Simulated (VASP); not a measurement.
# Ir (Fm-3m) in VASP: single point with LDA

Aim: the single point of Ir with LDA.

Program: VASP 6.6.1. These are calculated values, not measurements. Logs are shortened: lines on timing, memory, paths and dates and some standing lists are left out, and cuts for length are marked.

## Step 1: The cell of the first run

The structure is cubic, space group Fm-3m (No. 225). Conventional cell: a = 3.812 Å, b = 3.812 Å, c = 3.812 Å, α = 90.00°, β = 90.00°, γ = 90.00°. Ir (site symmetry m-3m) has 12 Ir at 2.70 Å within 3.6 Å.

## Step 2: Single point, LDA

INCAR

```
SYSTEM = Ir
PREC = Accurate ; ENCUT = 560
EDIFF = 1E-6 ; ISMEAR = -1
SIGMA = 0.1 ; LREAL = .FALSE.
LASPH = .TRUE. ; NELM = 120
ALGO = Normal ; ISIF = 2
LWAVE = .FALSE. ; LCHARG = .FALSE.
NBANDS = 14 ; GGA_COMPAT = .FALSE.
```

KPOINTS

```
regular mesh
0
G
  19 19 19
  0 0 0
```

POSCAR

```
Ir
1.0
    0.0000000000      1.9060896685      1.9060896685
    1.9060896685      0.0000000000      1.9060896685
    1.9060896685      1.9060896685      0.0000000000
Ir
1
Direct
    0.0000000000      0.0000000000      0.0000000000
```

Potentials or basis: VASP PAW LDA potentials, release 64 (Ir_sv_GW).

On the command line:

```console
$ cat potpaw_LDA.64/Ir_sv_GW/POTCAR > POTCAR
$ mpirun -np 1 vasp_std > vasp.out
```

OUTCAR:

```text
SYSTEM = Ir
   PREC = Accurate
   ENCUT = 560
   EDIFF = 1E-6
   ISMEAR = -1
   LREAL = .FALSE.
   LASPH = .TRUE.
   NELM = 120
   ISIF = 2

 ion  position               nearest neighbor table
   1  0.000  0.000  0.000-

  LATTYP: Found a face centered cubic cell.
 ALAT       =     3.8121793370

  Lattice vectors:

 A1 = (   0.0000000000,   1.9060896685,   1.9060896685)
 A2 = (   1.9060896685,   0.0000000000,   1.9060896685)
 A3 = (   1.9060896685,   1.9060896685,   0.0000000000)

Analysis of symmetry for initial positions (statically):
=====================================================================
 Subroutine PRICEL returns:
 Original cell was already a primitive cell.

 Routine SETGRP: Setting up the symmetry group for a
 face centered cubic supercell.

 Subroutine GETGRP returns: Found 48 space group operations
 (whereof 48 operations were pure point group operations)
 out of a pool of 48 trial point group operations.

The static configuration has the point symmetry O_h .

Analysis of symmetry for dynamics (positions and initial velocities):
=====================================================================
 Subroutine PRICEL returns:
 Original cell was already a primitive cell.

 Routine SETGRP: Setting up the symmetry group for a
 face centered cubic supercell.

 Subroutine GETGRP returns: Found 48 space group operations
 (whereof 48 operations were pure point group operations)
 out of a pool of 48 trial point group operations.

The dynamic configuration has the point symmetry O_h .

 Subroutine INISYM returns: Found 48 space group operations
 (whereof 48 operations are pure point group operations),
 and found     1 'primitive' translations

----------------------------------------------------------------------------------------

                                     Primitive cell

  volume of cell :      13.8503

  direct lattice vectors                    reciprocal lattice vectors
     0.000000000  1.906089668  1.906089668    -0.262317145  0.262317145  0.262317145
     1.906089668  0.000000000  1.906089668     0.262317145 -0.262317145  0.262317145
     1.906089668  1.906089668  0.000000000     0.262317145  0.262317145 -0.262317145

  length of vectors
     2.695617860  2.695617860  2.695617860     0.454346623  0.454346623  0.454346623

  position of ions in fractional coordinates (direct lattice)
     0.000000000  0.000000000  0.000000000

  ion indices of the primitive-cell ions
   primitive index   ion index
                 1           1

----------------------------------------------------------------------------------------

 KPOINTS: regular mesh

Automatic generation of k-mesh.
 Grid dimensions read from file:
 generate k-points for:   19   19   19

 Generating k-lattice:

  Cartesian coordinates                     Fractional coordinates (reciprocal lattice)
    -0.013806166  0.013806166  0.013806166     0.052631579  0.000000000  0.000000000
     0.013806166 -0.013806166  0.013806166     0.000000000  0.052631579  0.000000000
     0.013806166  0.013806166 -0.013806166     0.000000000  0.000000000  0.052631579

  Length of vectors
     0.023912980  0.023912980  0.023912980

  Shift w.r.t. Gamma in fractional coordinates (k-lattice)
     0.000000000  0.000000000  0.000000000

 Subroutine IBZKPT returns following result:
 ===========================================

 Found    220 irreducible k-points:

 Following reciprocal coordinates:
            Coordinates               Weight
  0.000000  0.000000  0.000000      1.000000
  0.052632  0.000000  0.000000      8.000000
  0.105263  0.000000  0.000000      8.000000
  0.157895  0.000000  0.000000      8.000000
  0.210526  0.000000  0.000000      8.000000
  0.263158  0.000000  0.000000      8.000000
[... 16 lines left out ...]
 -0.315789  0.052632  0.000000     24.000000
 -0.263158  0.052632  0.000000     24.000000
 [... further k-points ...]
   k-points           NKPTS =    220   k-points in BZ     NKDIM =    220   number of bands    NBANDS=     14
   number of dos      NEDOS =    301   number of ions     NIONS =      1
   total plane-waves  NPLWV =  13824
   dimension x,y,z NGX =    24 NGY =   24 NGZ =   24
   dimension x,y,z NGXF=    48 NGYF=   48 NGZF=   48
   ions per type =               1
   NGX,Y,Z   is equivalent  to a cutoff of  14.80, 14.80, 14.80 a.u.
   NGXF,Y,Z  is equivalent  to a cutoff of  29.60, 29.60, 29.60 a.u.
 SYSTEM =  Ir
   PREC   = accura    normal or accurate (medium, high low for compatibility)
   ISTART =      0    job   : 0-new  1-cont  2-samecut
   ICHARG =      2    charge: 1-file 2-atom 10-const
   ISPIN  =      1    spin polarized calculation?
   LNONCOLLINEAR =      F non collinear calculations
   LSORBIT =      F    spin-orbit coupling
   LASPH  =      T    aspherical Exc in radial PAW
   ENCUT  =  560.0 eV  41.16 Ry    6.42 a.u.   5.20  5.20  5.20*2*pi/ulx,y,z
   NELM   =    120;   NELMIN=  2; NELMDL= -5     # of ELM steps
   EDIFF  = 0.1E-05   stopping-criterion for ELM
   LREAL  =      F    real-space projection
[... 7 lines left out ...]
   TEBEG  =    0.0;   TEEND  =   0.0 temperature during run
   PSTRESS=    0.0 pullay stress
   NELECT =      17.0000    total number of electrons
   NUPDOWN=      -1.0000    fix difference up-down
   EMIN   =  10.00;   EMAX   =-10.00  energy-range for DOS
   EFERMI =   0.00;   METHOD = LEGACY
   ISMEAR =    -1;   SIGMA  =   0.10  broadening in eV -4-tet -1-fermi 0-gaus
   EFERMI_NEDOS =   21; number of points for ismear=-14 and -15
   IALGO  =     38    algorithm
   IMIX   =      4    mixing-type and parameters
     AMIX     =   0.40;   BMIX     =  1.00
     AMIX_MAG =   1.60;   BMIX_MAG =  1.00
  volume/ion in A,a.u.               =      13.85        93.47
  Fermi-wavevector in a.u.,A,eV,Ry     =   1.752822  3.312353 41.802335  3.072385
  Thomas-Fermi vector in A             =   2.823078
   LORBIT       =      0    0 simple, 1 ext, 2 COOP (PROOUT), +10 PAW based schemes
   GGA     = CA    functional components
   LHFCALC =     F    Hartree Fock is set to
   AEXX    =    0.0000 exact exchange contribution
   IVDW    =     0    specifies the selected vdW correction
   LEPSILON=     F    determine dielectric tensor
   LRPA    =     F    only Hartree local field effects (RPA)
 non-spin polarized calculation
  energy-cutoff  :      560.00
  volume of cell :       13.85
 maximum number of plane-waves:       432
 NGX is ok and might be reduce to    24
   NGX = 11   NGY = 11   NGZ = 11

 number of electron      17.0000000 magnetization

 Free energy of the ion-electron system (eV)
  ---------------------------------------------------
  ext. energy  EPLUGINS =         0.00000000
  ---------------------------------------------------
  free energy    TOTEN  =       -10.91644509 eV

  energy without entropy =      -10.88273567  energy(sigma->0) =      -10.89959038

 E-fermi :  13.0576     XC(G=0): -14.9198

 val. band max:       13.0425310056   @ k =   0.4211   0.1579   0.0526
 cond. band min:      13.0581772016   @ k =  -0.1579   0.1579   0.0526
 fundamental gap:      0.0156461960
 Fermi energy:        13.0576192711

 k-point     1 :       0.0000    0.0000    0.0000
  band No.  band energies     occupation
      1     -79.5238      2.00000
      2     -36.1652      2.00000
      3     -36.1652      2.00000
      4     -36.1652      2.00000
      5       1.7624      2.00000
      6       9.0422      2.00000
      7       9.0422      2.00000
      8       9.0422      2.00000
      9      11.8564      1.99999
     10      11.8564      1.99999
     11      26.6588      0.00000
     12      32.2515      0.00000
     13      32.2515      0.00000
     14      32.2515      0.00000

 k-point     2 :       0.0526    0.0000    0.0000
  band No.  band energies     occupation
      1     -79.5218      2.00000
      2     -36.1895      2.00000
      3     -36.1685      2.00000
      4     -36.1685      2.00000
      5       1.8899      2.00000
      6       8.9726      2.00000
      7       9.0977      2.00000
      8       9.0977      2.00000
      9      11.8186      1.99999
     10      11.8186      1.99999
     11      26.8834      0.00000
     12      31.6704      0.00000
     13      32.4671      0.00000
     14      32.4671      0.00000

 k-point     3 :       0.1053    0.0000    0.0000
  band No.  band energies     occupation
      1     -79.5160      2.00000
      2     -36.2597      2.00000
      3     -36.1780      2.00000
      4     -36.1780      2.00000
      5       2.2599      2.00000
      6       8.7918      2.00000
      7       9.2457      2.00000
      8       9.2457      2.00000
      9      11.7320      2.00000
     10      11.7320      2.00000
     11      27.5076      0.00000
     12      30.4440      0.00000
     13      33.0985      0.00000
     14      33.0985      0.00000
[... 324 lines left out ...]
 k-point    23 :      -0.3158    0.0526    0.0000
  band No.  band energies     occupation
      1     -79.4673      2.00000
      2     -36.8156      2.00000
      3     -36.2829      2.00000
      4     -36.2493      2.00000
      5       4.7615      2.00000
      6       9.1868      2.00000
      7       9.3418      2.00000
      8       9.3568      2.00000
      9      12.4813      1.99374
     10      13.3819      0.07515
     11      24.4852      0.00000
     12      28.3231      0.00000
     13      34.0477      0.00000
     14      36.1120      0.00000

 k-point    24 :      -0.2632    0.0526    0.0000
  band No.  band energies     occupation
      1     -79.4783      2.00000
      2     -36.6876      2.00000
      3     -36.2647      2.00000
      4     -36.2288      2.00000
      5       4.4323      2.00000
      6       8.6087      2.00000
      7       9.4209      2.00000
      8       9.5141      2.00000
      9      11.8944      1.99998
     10      12.7913      1.86968
     11      25.9694      0.00000
     12      29.3555      0.00000
     13      35.1519      0.00000
     14      36.1056      0.00000

 [... further k-points ...]
[... 5 lines left out ...]
  --------------------------------------------------------------------------------------
  -------------------------------------------------------------------------------------
  Total       -0.0275964     -0.0275964     -0.0275964     -0.0000000     -0.0000000      0.0000000
  in kB       -3.1922947     -3.1922947     -3.1922947     -0.0000000     -0.0000000      0.0000000
  external PRESSURE =      -3.1922947 kB  Pullay stress =       0.0000000 kB

 VOLUME and BASIS-vectors are now :
 -----------------------------------------------------------------------------
  energy-cutoff  :      560.00
  volume of cell :       13.85
      direct lattice vectors                 reciprocal lattice vectors
     0.000000000  1.906089668  1.906089668    -0.262317145  0.262317145  0.262317145
     1.906089668  0.000000000  1.906089668     0.262317145 -0.262317145  0.262317145
     1.906089668  1.906089668  0.000000000     0.262317145  0.262317145 -0.262317145

 POSITION                                       TOTAL-FORCE (eV/Angst)
 -----------------------------------------------------------------------------------
      0.00000      0.00000      0.00000         0.000000     -0.000000     -0.000000
 -----------------------------------------------------------------------------------
    total drift:                               -0.000000      0.000000     -0.000000

  FREE ENERGIE OF THE ION-ELECTRON SYSTEM (eV)
  ---------------------------------------------------
  free  energy   TOTEN  =       -10.9164450942 eV

  energy  without entropy=      -10.8827356737  energy(sigma->0) =      -10.89959038
```

Wall time 34 s (1 thread of Intel Xeon Platinum 8259CL at 2.50GHz (Skylake/Cascade Lake), shared host); peak memory 0.17 GiB.

What came out:

```
Free energy            : -10.9164 eV
Pressure               : -0.3 GPa
Band gap on the k mesh : zero (an odd number of electrons rules out a gap without spin polarisation)
```

Caveat: spin-orbit coupling is left out, which moves the levels of the heavy elements.
